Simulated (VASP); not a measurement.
# Ti2C (R-3m) in VASP: single point with PBEsol

Aim: the single point of Ti2C with PBEsol.

Everything below comes from runs of VASP 6.6.1. Logs are shortened: lines on timing, memory, paths and dates and some standing lists are left out, and cuts for length are marked.

**1. The cell of the first run**

Symmetry: R-3m, No. 166, trigonal system. Conventional cell: a = 3.053 Å, b = 3.053 Å, c = 14.316 Å, α = 90.00°, β = 90.00°, γ = 120.00°. Within 2.8 Å of Ti (site symmetry 3m) lie 3 C at 2.10 Å. Within 2.8 Å of C (site symmetry -3m) lie 6 Ti at 2.10 Å.

**2. Single point, PBEsol**

File INCAR:

```
PREC = Accurate
ENCUT = 520
EDIFF = 1E-6
ISMEAR = 0
SIGMA = 0.1
LREAL = F
LASPH = T
NELM = 100
ALGO = Normal
ISIF = 2
LWAVE = F
LCHARG = T
GGA = PS
LELF = T
LVHAR = T
NBANDS = 21
```

File KPOINTS:

```
regular mesh
0
Gamma
  18 18 18
```

File POSCAR:

```
Ti2C
1.0
    1.5264039608      0.8812697376      4.7719792567
   -1.5264039608      0.8812697376      4.7719792567
    0.0000000000     -1.7625394753      4.7719792567
Ti C
2 1
Direct
    0.2458266655      0.2458266655      0.2458266655
    0.7541733345      0.7541733345      0.7541733345
    0.5000000000      0.5000000000      0.5000000000
```

Potentials or basis: VASP PAW PBE potentials, release 64 (Ti_sv, C).

On the command line:

```
$ cat potpaw_PBE.64/Ti_sv/POTCAR potpaw_PBE.64/C/POTCAR > POTCAR
$ mpirun -np 1 vasp_std > vasp.out
```

OUTCAR:

```text
PREC = Accurate
   ENCUT = 520
   EDIFF = 1E-6
   ISMEAR = 0
   LREAL = F
   LASPH = T
   NELM = 100
   ISIF = 2
   GGA = PS

 ion  position               nearest neighbor table
   1  0.246  0.246  0.246-   3 2.10   3 2.10   3 2.10   2 2.87   2 2.87   2 2.87
   2  0.754  0.754  0.754-   3 2.10   3 2.10   3 2.10   1 2.87   1 2.87   1 2.87
   3  0.500  0.500  0.500-   1 2.10   2 2.10   1 2.10   1 2.10   2 2.10   2 2.10

  LATTYP: Found a trigonal (rhomboedric) cell.
 ALAT       =     5.0870749383
 COS(alpha) =     0.8199335952

  Lattice vectors:

 A1 = (   1.5264039608,   0.8812697376,   4.7719792567)
 A2 = (  -1.5264039608,   0.8812697376,   4.7719792567)
 A3 = (   0.0000000000,  -1.7625394753,   4.7719792567)

Analysis of symmetry for initial positions (statically):
=====================================================================
 Subroutine PRICEL returns:
 Original cell was already a primitive cell.

 Routine SETGRP: Setting up the symmetry group for a
 trigonal (rhombohedral) supercell.

 Subroutine GETGRP returns: Found 12 space group operations
 (whereof 12 operations were pure point group operations)
 out of a pool of 12 trial point group operations.

The static configuration has the point symmetry D_3d.

Analysis of symmetry for dynamics (positions and initial velocities):
=====================================================================
 Subroutine PRICEL returns:
 Original cell was already a primitive cell.

 Routine SETGRP: Setting up the symmetry group for a
 trigonal (rhombohedral) supercell.

 Subroutine GETGRP returns: Found 12 space group operations
 (whereof 12 operations were pure point group operations)
 out of a pool of 12 trial point group operations.

The dynamic configuration has the point symmetry D_3d.

 Subroutine INISYM returns: Found 12 space group operations
 (whereof 12 operations are pure point group operations),
 and found     1 'primitive' translations

----------------------------------------------------------------------------------------

                                     Primitive cell

  volume of cell :      38.5148

  direct lattice vectors                    reciprocal lattice vectors
     1.526403961  0.881269738  4.771979257     0.327567284  0.189121060  0.069852218
    -1.526403961  0.881269738  4.771979257    -0.327567284  0.189121060  0.069852218
     0.000000000 -1.762539475  4.771979257     0.000000000 -0.378242119  0.069852218

  length of vectors
     5.087074938  5.087074938  5.087074938     0.384638055  0.384638055  0.384638055

  position of ions in fractional coordinates (direct lattice)
     0.245826665  0.245826665  0.245826665
     0.754173335  0.754173335  0.754173335
     0.500000000  0.500000000  0.500000000

  ion indices of the primitive-cell ions
   primitive index   ion index
                 1           1
                 2           2
                 3           3

----------------------------------------------------------------------------------------

 KPOINTS: regular mesh

Automatic generation of k-mesh.
 Grid dimensions read from file:
 generate k-points for:   18   18   18

 Generating k-lattice:

  Cartesian coordinates                     Fractional coordinates (reciprocal lattice)
     0.018198182  0.010506726  0.003880679     0.055555556  0.000000000  0.000000000
    -0.018198182  0.010506726  0.003880679     0.000000000  0.055555556  0.000000000
     0.000000000 -0.021013451  0.003880679    -0.000000000 -0.000000000  0.055555556

  Length of vectors
     0.021368781  0.021368781  0.021368781

  Shift w.r.t. Gamma in fractional coordinates (k-lattice)
     0.000000000  0.000000000  0.000000000

 Subroutine IBZKPT returns following result:
 ===========================================

 Found    580 irreducible k-points:

 Following reciprocal coordinates:
            Coordinates               Weight
  0.000000  0.000000  0.000000      1.000000
  0.055556  0.000000  0.000000      6.000000
  0.111111  0.000000  0.000000      6.000000
  0.166667 -0.000000  0.000000      6.000000
  0.222222  0.000000  0.000000      6.000000
  0.277778  0.000000  0.000000      6.000000
[... 16 lines left out ...]
 -0.277778  0.055556 -0.000000     12.000000
 -0.222222  0.055556 -0.000000     12.000000
 [... further k-points ...]
   k-points           NKPTS =    580   k-points in BZ     NKDIM =    580   number of bands    NBANDS=     21
   number of dos      NEDOS =    301   number of ions     NIONS =      3
   total plane-waves  NPLWV =  64000
   dimension x,y,z NGX =    40 NGY =   40 NGZ =   40
   dimension x,y,z NGXF=    80 NGYF=   80 NGZF=   80
   ions per type =               2   1
   NGX,Y,Z   is equivalent  to a cutoff of  13.07, 13.07, 13.07 a.u.
   NGXF,Y,Z  is equivalent  to a cutoff of  26.14, 26.14, 26.14 a.u.
 SYSTEM =  unknown system
   PREC   = accura    normal or accurate (medium, high low for compatibility)
   ISTART =      0    job   : 0-new  1-cont  2-samecut
   ICHARG =      2    charge: 1-file 2-atom 10-const
   ISPIN  =      1    spin polarized calculation?
   LNONCOLLINEAR =      F non collinear calculations
   LSORBIT =      F    spin-orbit coupling
   LASPH  =      T    aspherical Exc in radial PAW
   ENCUT  =  520.0 eV  38.22 Ry    6.18 a.u.   9.46  9.46  9.46*2*pi/ulx,y,z
   NELM   =    100;   NELMIN=  2; NELMDL= -5     # of ELM steps
   EDIFF  = 0.1E-05   stopping-criterion for ELM
   LREAL  =      F    real-space projection
   EDIFFG = 0.1E-04   stopping-criterion for IOM
   NSW    =      0    number of steps for IOM
   IBRION =     -1    ionic relax: 0-MD 1-quasi-New 2-CG
   NFREE  =      0    steps in history (QN), initial steepest desc. (CG)
   ISIF   =      2    stress and relaxation
   ISYM   =      2    0-nonsym 1-usesym 2-fastsym
   POTIM  = 0.5000    time-step for ionic-motion
   TEBEG  =    0.0;   TEEND  =   0.0 temperature during run
   PSTRESS=    0.0 pullay stress
   NELECT =      28.0000    total number of electrons
   NUPDOWN=      -1.0000    fix difference up-down
   EMIN   =  10.00;   EMAX   =-10.00  energy-range for DOS
   EFERMI =   0.00;   METHOD = LEGACY
   ISMEAR =     0;   SIGMA  =   0.10  broadening in eV -4-tet -1-fermi 0-gaus
   EFERMI_NEDOS =   21; number of points for ismear=-14 and -15
   IALGO  =     38    algorithm
   IMIX   =      4    mixing-type and parameters
     AMIX     =   0.40;   BMIX     =  1.00
     AMIX_MAG =   1.60;   BMIX_MAG =  1.00
  volume/ion in A,a.u.               =      12.84        86.64
  Fermi-wavevector in a.u.,A,eV,Ry     =   1.472035  2.781743 29.482287  2.166887
  Thomas-Fermi vector in A             =   2.587098
   LORBIT       =      0    0 simple, 1 ext, 2 COOP (PROOUT), +10 PAW based schemes
   GGA     = PS    functional components
   LHFCALC =     F    Hartree Fock is set to
   AEXX    =    0.0000 exact exchange contribution
   IVDW    =     0    specifies the selected vdW correction
   LEPSILON=     F    determine dielectric tensor
   LRPA    =     F    only Hartree local field effects (RPA)
 non-spin polarized calculation
 Gauss-broadening in eV      SIGMA  =   0.10
  energy-cutoff  :      520.00
  volume of cell :       38.51
 maximum number of plane-waves:      1055
 NGX is ok and might be reduce to    40
   NGX = 19   NGY = 19   NGZ = 19

 number of electron      28.0000002 magnetization

 Free energy of the ion-electron system (eV)
  ---------------------------------------------------
  ext. energy  EPLUGINS =         0.00000000
  ---------------------------------------------------
  free energy    TOTEN  =       -28.42940766 eV

  energy without entropy =      -28.42023400  energy(sigma->0) =      -28.42482083

 E-fermi :   8.5450     XC(G=0): -12.1038

 val. band max:        8.5404333026   @ k =   0.2222   0.1111   0.0000
 cond. band min:       8.5468761779   @ k =  -0.4444   0.2222   0.0556
 fundamental gap:      0.0064428752
 Fermi energy:         8.5449571866

 k-point     1 :       0.0000    0.0000    0.0000
  band No.  band energies     occupation
      1     -47.9077      2.00000
      2     -47.7939      2.00000
      3     -24.6191      2.00000
      4     -24.0500      2.00000
      5     -24.0500      2.00000
      6     -23.9978      2.00000
[... 13 lines left out ...]
     20      11.6444      0.00000
     21      12.7215      0.00000

 k-point     2 :       0.0556    0.0000    0.0000
  band No.  band energies     occupation
      1     -47.9053      2.00000
      2     -47.7932      2.00000
      3     -24.6132      2.00000
      4     -24.0619      2.00000
      5     -24.0526      2.00000
      6     -23.9998      2.00000
[... 13 lines left out ...]
     20      11.6631      0.00000
     21      12.7874      0.00000

 k-point     3 :       0.1111    0.0000    0.0000
  band No.  band energies     occupation
      1     -47.8985      2.00000
      2     -47.7914      2.00000
      3     -24.5958      2.00000
      4     -24.0955      2.00000
      5     -24.0602      2.00000
      6     -24.0129      2.00000
[... 13 lines left out ...]
     20      11.7287      0.00000
     21      12.9468      0.00000

 k-point     4 :       0.1667   -0.0000    0.0000
  band No.  band energies     occupation
      1     -47.8878      2.00000
      2     -47.7888      2.00000
      3     -24.5682      2.00000
      4     -24.1456      2.00000
      5     -24.0718      2.00000
      6     -24.0632      2.00000
[... 13 lines left out ...]
     20      11.8428      0.00000
     21      13.1755      0.00000

 k-point     5 :       0.2222    0.0000    0.0000
  band No.  band energies     occupation
      1     -47.8741      2.00000
      2     -47.7862      2.00000
      3     -24.5327      2.00000
      4     -24.2063      2.00000
      5     -24.1234      2.00000
      6     -24.0860      2.00000
[... 13 lines left out ...]
     20      11.9450      0.00000
     21      13.5245      0.00000
[... 382 lines left out ...]
     20      12.1514      0.00000
     21      12.9031      0.00000

 k-point    22 :      -0.3333    0.0556   -0.0000
  band No.  band energies     occupation
      1     -47.8351      2.00000
      2     -47.7832      2.00000
      3     -24.4424      2.00000
      4     -24.3525      2.00000
      5     -24.2563      2.00000
      6     -24.1357      2.00000
[... 13 lines left out ...]
     20      12.0793      0.00000
     21      13.4154      0.00000

 k-point    23 :      -0.2778    0.0556   -0.0000
  band No.  band energies     occupation
      1     -47.8506      2.00000
      2     -47.7827      2.00000
      3     -24.4757      2.00000
      4     -24.2997      2.00000
      5     -24.2181      2.00000
      6     -24.1160      2.00000
[... 13 lines left out ...]
     20      12.0794      0.00000
     21      13.7832      0.00000

 k-point    24 :      -0.2222    0.0556   -0.0000
  band No.  band energies     occupation
      1     -47.8661      2.00000
      2     -47.7840      2.00000
      3     -24.5147      2.00000
      4     -24.2377      2.00000
      5     -24.1655      2.00000
      6     -24.0969      2.00000
[... 13 lines left out ...]
     20      12.0668      0.00000
     21      13.5895      0.00000

 [... further k-points ...]

------------------------ aborting loop because EDIFF is reached ----------------------------------------

  FORCE on cell =-STRESS in cart. coord.  units (eV):
  Direction    XX          YY          ZZ          XY          YZ          ZX
  --------------------------------------------------------------------------------------
  -------------------------------------------------------------------------------------
  Total        0.0364387      0.0364387      0.0281826      0.0000000     -0.0000000      0.0000000
  in kB        1.5158123      1.5158123      1.1723667      0.0000000     -0.0000000      0.0000000
  external PRESSURE =       1.4013304 kB  Pullay stress =       0.0000000 kB

 VOLUME and BASIS-vectors are now :
 -----------------------------------------------------------------------------
  energy-cutoff  :      520.00
  volume of cell :       38.51
      direct lattice vectors                 reciprocal lattice vectors
     1.526403961  0.881269738  4.771979257     0.327567284  0.189121060  0.069852218
    -1.526403961  0.881269738  4.771979257    -0.327567284  0.189121060  0.069852218
     0.000000000 -1.762539475  4.771979257     0.000000000 -0.378242119  0.069852218

 POSITION                                       TOTAL-FORCE (eV/Angst)
 -----------------------------------------------------------------------------------
      0.00000     -0.00000      3.51924         0.000000     -0.000000      0.025393
      0.00000     -0.00000     10.79670         0.000000      0.000000     -0.025393
      0.00000     -0.00000      7.15797         0.000000      0.000000     -0.000000
 -----------------------------------------------------------------------------------
    total drift:                                0.000000     -0.000000     -0.000000

  FREE ENERGIE OF THE ION-ELECTRON SYSTEM (eV)
  ---------------------------------------------------
  free  energy   TOTEN  =       -28.4294076649 eV

  energy  without entropy=      -28.4202340002  energy(sigma->0) =      -28.42482083
```

It took 14 min on 1 thread of AMD EPYC 7R13 (Zen 3), shared host; peak memory 0.53 GiB.

What came out:

```
Free energy            : -28.4294 eV
Pressure               : 0.1 GPa
Largest force          : 0.025 eV/Å
Band gap on the k mesh : zero (band 14 reaches 9.20 eV, above the bottom of band 15 at 8.18 eV)
```

Forces in eV/Å, atoms in the order of the input:
```
Ti   0.000  0.000  0.025
Ti   0.000  0.000 -0.025
C    0.000  0.000  0.000
```

Levels at points of the mesh, in eV from the Fermi level:
| k point | band 11 | band 12 | band 13 | band 14 | band 15 | band 16 | band 17 | band 18 |
| --- | --- | --- | --- | --- | --- | --- | --- | --- |
| (0.00, 0.00, 0.00) | -2.58 | -2.58 | -2.00 | 0.49 | 0.49 | 1.01 | 1.99 | 1.99 |
| (0.50, 0.00, 0.00) | -3.06 | -2.47 | -1.32 | -0.99 | 0.14 | 1.88 | 2.75 | 2.96 |
| (0.50, 0.50, 0.00) | -2.90 | -2.64 | -1.73 | -0.89 | 0.92 | 2.57 | 2.96 | 3.17 |
| (0.50, 0.50, 0.50) | -2.42 | -2.42 | -0.88 | 0.10 | 0.87 | 0.87 | 1.82 | 1.82 |

Caveat: the PAW data sets were made with another functional, which shifts forces and pressure a little.
